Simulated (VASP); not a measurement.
# LaTe (Fm-3m) in VASP: a series of runs

The runs below take LaTe through single point, with LDA.

Program: VASP 6.6.1. These are calculated values, not measurements. Logs are shortened: lines on timing, memory, paths and dates and some standing lists are left out, and cuts for length are marked.

## (1) The cell of the first run

Symmetry: Fm-3m, No. 225, cubic system. The conventional cell has a = 6.335 Å, b = 6.335 Å, c = 6.335 Å, α = 90.00°, β = 90.00°, γ = 90.00°. La (site symmetry m-3m) has 6 Te at 3.17 Å within 4.2 Å. Within 4.2 Å of Te (site symmetry m-3m) lie 6 La at 3.17 Å.

## (2) Single point, LDA (volume scaled by 0.96)

File INCAR:

```
SYSTEM = LaTe
PREC = Accurate ; ENCUT = 520
EDIFF = 1E-7 ; ISMEAR = -1
SIGMA = 0.08 ; LREAL = .False.
LASPH = .True. ; NELM = 60
ALGO = Normal ; ISIF = 2
LWAVE = .False. ; LCHARG = .True.
LELF = .True. ; LVHAR = .True.
NBANDS = 16
```

File KPOINTS:

```
regular mesh
0
Gamma
  10 10 10
  0 0 0
```

File POSCAR:

```
LaTe
1.0
    0.0000000000      3.1676027883      3.1676027883
    3.1676027883      0.0000000000      3.1676027883
    3.1676027883      3.1676027883      0.0000000000
La Te
1 1
Direct
    0.0000000000      0.0000000000      0.0000000000
    0.5000000000      0.5000000000      0.5000000000
```

Potentials or basis: VASP PAW LDA potentials, release 64 (La, Te).

The run is started by

```sh
$ cat potpaw_LDA.64/La/POTCAR potpaw_LDA.64/Te/POTCAR > POTCAR
$ mpirun -np 1 vasp_std > vasp.out
```

OUTCAR:

```text
SYSTEM = LaTe
   PREC = Accurate
   ENCUT = 520
   EDIFF = 1E-7
   ISMEAR = -1
   LREAL = .False.
   LASPH = .True.
   NELM = 60
   ISIF = 2

 ion  position               nearest neighbor table
   1  0.000  0.000  0.000-   2 3.17   2 3.17   2 3.17   2 3.17   2 3.17   2 3.17
   2  0.500  0.500  0.500-   1 3.17   1 3.17   1 3.17   1 3.17   1 3.17   1 3.17

  LATTYP: Found a face centered cubic cell.
 ALAT       =     6.3352055766

  Lattice vectors:

 A1 = (   0.0000000000,   3.1676027883,   3.1676027883)
 A2 = (   3.1676027883,   0.0000000000,   3.1676027883)
 A3 = (   3.1676027883,   3.1676027883,   0.0000000000)

Analysis of symmetry for initial positions (statically):
=====================================================================
 Subroutine PRICEL returns:
 Original cell was already a primitive cell.

 Routine SETGRP: Setting up the symmetry group for a
 face centered cubic supercell.

 Subroutine GETGRP returns: Found 48 space group operations
 (whereof 48 operations were pure point group operations)
 out of a pool of 48 trial point group operations.

The static configuration has the point symmetry O_h .

Analysis of symmetry for dynamics (positions and initial velocities):
=====================================================================
 Subroutine PRICEL returns:
 Original cell was already a primitive cell.

 Routine SETGRP: Setting up the symmetry group for a
 face centered cubic supercell.

 Subroutine GETGRP returns: Found 48 space group operations
 (whereof 48 operations were pure point group operations)
 out of a pool of 48 trial point group operations.

The dynamic configuration has the point symmetry O_h .

 Subroutine INISYM returns: Found 48 space group operations
 (whereof 48 operations are pure point group operations),
 and found     1 'primitive' translations

----------------------------------------------------------------------------------------

                                     Primitive cell

  volume of cell :      63.5656

  direct lattice vectors                    reciprocal lattice vectors
     0.000000000  3.167602788  3.167602788    -0.157848074  0.157848074  0.157848074
     3.167602788  0.000000000  3.167602788     0.157848074 -0.157848074  0.157848074
     3.167602788  3.167602788  0.000000000     0.157848074  0.157848074 -0.157848074

  length of vectors
     4.479666823  4.479666823  4.479666823     0.273400884  0.273400884  0.273400884

  position of ions in fractional coordinates (direct lattice)
     0.000000000  0.000000000  0.000000000
     0.500000000  0.500000000  0.500000000

[... 72 lines left out ...]
   LSORBIT =      F    spin-orbit coupling
   LASPH  =      T    aspherical Exc in radial PAW
   ENCUT  =  520.0 eV  38.22 Ry    6.18 a.u.   8.33  8.33  8.33*2*pi/ulx,y,z
   NELM   =     60;   NELMIN=  2; NELMDL= -5     # of ELM steps
   EDIFF  = 0.1E-06   stopping-criterion for ELM
   LREAL  =      F    real-space projection
   EDIFFG = 0.1E-05   stopping-criterion for IOM
   NSW    =      0    number of steps for IOM
   IBRION =     -1    ionic relax: 0-MD 1-quasi-New 2-CG
   NFREE  =      0    steps in history (QN), initial steepest desc. (CG)
   ISIF   =      2    stress and relaxation
   ISYM   =      2    0-nonsym 1-usesym 2-fastsym
   POTIM  = 0.5000    time-step for ionic-motion
   TEBEG  =    0.0;   TEEND  =   0.0 temperature during run
   PSTRESS=    0.0 pullay stress
   NELECT =      17.0000    total number of electrons
   NUPDOWN=      -1.0000    fix difference up-down
   EMIN   =  10.00;   EMAX   =-10.00  energy-range for DOS
   EFERMI =   0.00;   METHOD = LEGACY
   ISMEAR =    -1;   SIGMA  =   0.08  broadening in eV -4-tet -1-fermi 0-gaus
   EFERMI_NEDOS =   21; number of points for ismear=-14 and -15
   IALGO  =     38    algorithm
   IMIX   =      4    mixing-type and parameters
     AMIX     =   0.40;   BMIX     =  1.00
     AMIX_MAG =   1.60;   BMIX_MAG =  1.00
  volume/ion in A,a.u.               =      31.78       214.48
  Fermi-wavevector in a.u.,A,eV,Ry     =   1.054752  1.993193 15.136510  1.112502
  Thomas-Fermi vector in A             =   2.189924
   LORBIT       =      0    0 simple, 1 ext, 2 COOP (PROOUT), +10 PAW based schemes
   GGA     = CA    functional components
   LHFCALC =     F    Hartree Fock is set to
   AEXX    =    0.0000 exact exchange contribution
   IVDW    =     0    specifies the selected vdW correction
   LEPSILON=     F    determine dielectric tensor
   LRPA    =     F    only Hartree local field effects (RPA)
 non-spin polarized calculation
  energy-cutoff  :      520.00
  volume of cell :       63.57
 maximum number of plane-waves:      1736
 NGX is ok and might be reduce to    36
   NGX = 17   NGY = 17   NGZ = 17

 number of electron      17.0000000 magnetization

 Free energy of the ion-electron system (eV)
  ---------------------------------------------------
  ext. energy  EPLUGINS =         0.00000000
  ---------------------------------------------------
  free energy    TOTEN  =       -12.63739955 eV

  energy without entropy =      -12.60666997  energy(sigma->0) =      -12.62203476

 E-fermi :   8.6457     XC(G=0):  -9.9565

 val. band max:        8.6421700016   @ k =  -0.1000   0.1000   0.0000
 cond. band min:       8.6696715496   @ k =  -0.4000   0.4000   0.2000
 fundamental gap:      0.0275015480
 Fermi energy:         8.6456879235

 k-point     1 :       0.0000    0.0000    0.0000
  band No.  band energies     occupation
      1     -24.5031      2.00000
      2      -8.2198      2.00000
      3      -8.2198      2.00000
      4      -8.2198      2.00000
      5      -3.7708      2.00000
      6       6.3885      2.00000
[... 433 lines left out ...]
      3      -8.3400      2.00000
      4      -8.3263      2.00000
      5      -3.1981      2.00000
      6       4.4173      2.00000
[... 8 lines left out ...]
     15      10.2445      0.00000
     16      10.4283      0.00000

 [... further k-points ...]
[... 5 lines left out ...]
  --------------------------------------------------------------------------------------
  -------------------------------------------------------------------------------------
  Total        0.1489661      0.1489661      0.1489661      0.0000000      0.0000000      0.0000000
  in kB        3.7547056      3.7547056      3.7547056      0.0000000      0.0000000      0.0000000
  external PRESSURE =       3.7547056 kB  Pullay stress =       0.0000000 kB

 VOLUME and BASIS-vectors are now :
 -----------------------------------------------------------------------------
  energy-cutoff  :      520.00
  volume of cell :       63.57
      direct lattice vectors                 reciprocal lattice vectors
     0.000000000  3.167602788  3.167602788    -0.157848074  0.157848074  0.157848074
     3.167602788  0.000000000  3.167602788     0.157848074 -0.157848074  0.157848074
     3.167602788  3.167602788  0.000000000     0.157848074  0.157848074 -0.157848074

 POSITION                                       TOTAL-FORCE (eV/Angst)
 -----------------------------------------------------------------------------------
      0.00000      0.00000      0.00000         0.000000      0.000000     -0.000000
      3.16760      3.16760      3.16760         0.000000      0.000000      0.000000
 -----------------------------------------------------------------------------------
    total drift:                                0.000000      0.000000      0.000000

  FREE ENERGIE OF THE ION-ELECTRON SYSTEM (eV)
  ---------------------------------------------------
  free  energy   TOTEN  =       -12.6373995528 eV

  energy  without entropy=      -12.6066699694  energy(sigma->0) =      -12.62203476
```

OSZICAR:

```text
N       E                     dE             d eps       ncg     rms          rms(c)
DAV:   1     0.133446138398E+03    0.13345E+03   -0.58342E+03  1512   0.127E+03
DAV:   2     0.257354017892E+01   -0.13087E+03   -0.11652E+03  1896   0.188E+02
DAV:   3    -0.118460104092E+02   -0.14420E+02   -0.14023E+02  2080   0.953E+01
DAV:   4    -0.127050789517E+02   -0.85907E+00   -0.85104E+00  2624   0.185E+01
DAV:   5    -0.127267140545E+02   -0.21635E-01   -0.21623E-01  1984   0.267E+00    0.403E+00
DAV:   6    -0.126539316168E+02    0.72782E-01   -0.24345E-01  2528   0.436E+00    0.260E+00
DAV:   7    -0.126398214867E+02    0.14110E-01   -0.17326E-02  2248   0.750E-01    0.105E+00
DAV:   8    -0.126375530758E+02    0.22684E-02   -0.48714E-03  2456   0.397E-01    0.126E-01
DAV:   9    -0.126374030567E+02    0.15002E-03   -0.13087E-03  2000   0.176E-01    0.524E-02
DAV:  10    -0.126374016700E+02    0.13868E-05   -0.84508E-05  2520   0.662E-02    0.379E-02
DAV:  11    -0.126374000675E+02    0.16024E-05   -0.34802E-05  2632   0.376E-02    0.586E-03
DAV:  12    -0.126373996427E+02    0.42485E-06   -0.26556E-06  2640   0.127E-02    0.512E-03
DAV:  13    -0.126373995911E+02    0.51550E-07   -0.10887E-06  2568   0.869E-03    0.123E-03
DAV:  14    -0.126373995528E+02    0.38280E-07   -0.13278E-07  1688   0.282E-03
   1 F= -.12637400E+02 E0= -.12622035E+02  d E =-.307296E-01
```

Wall time 63 s (1 thread of Intel Xeon Platinum 8488C (Sapphire Rapids), shared host); peak memory 0.22 GiB.

What came out:

- Free energy: -12.6374 eV
- Pressure: 0.4 GPa

Caveat: spin-orbit coupling is left out, which moves the levels of the heavy elements.

## (3) Single point, LDA (volume scaled by 0.98)

File INCAR:

```
PREC = Accurate ; ENCUT = 520
EDIFF = 1E-6 ; ISMEAR = -1
SIGMA = 0.08 ; LREAL = F
LASPH = T ; NELM = 80
ALGO = Normal ; ISIF = 2
LWAVE = F ; LCHARG = F
GGA = CA ; NBANDS = 16
```

File KPOINTS:

```
Automatic mesh
0
Gamma
  10 10 10
```

File POSCAR:

```
LaTe
1.0
    0.0000000000      3.1894490151      3.1894490151
    3.1894490151      0.0000000000      3.1894490151
    3.1894490151      3.1894490151      0.0000000000
La Te
1 1
Direct
    0.0000000000      0.0000000000      0.0000000000
    0.5000000000      0.5000000000      0.5000000000
```

Potentials or basis: VASP PAW LDA potentials, release 64 (La, Te).

The run is started by

```sh
$ cat potpaw_LDA.64/La/POTCAR potpaw_LDA.64/Te/POTCAR > POTCAR
$ mpirun -np 1 vasp_std > vasp.out
```

Wall time 40 s (1 thread of Intel Xeon Platinum 8488C (Sapphire Rapids), shared host); peak memory 0.22 GiB.

It converged, with:

| Property | Result |
| --- | --- |
| Free energy | -12.6350 eV |
| Pressure | -0.9 GPa |

Levels at points of the mesh, in eV from the Fermi level:
| k point | band 6 | band 7 | band 8 | band 9 | band 10 | band 11 | band 12 | band 13 |
| --- | --- | --- | --- | --- | --- | --- | --- | --- |
| (0.00, 0.00, 0.00) | -2.27 | -2.27 | -2.27 | -0.02 | -0.02 | -0.02 | 0.69 | 0.69 |
| (0.50, 0.00, 0.00) | -5.29 | -3.92 | -3.92 | 0.78 | 1.13 | 1.13 | 1.36 | 1.36 |
| (0.50, 0.50, 0.00) | -3.58 | -2.66 | -2.66 | -1.66 | 1.23 | 1.24 | 1.32 | 1.32 |

Caveat: spin-orbit coupling is left out, which moves the levels of the heavy elements.
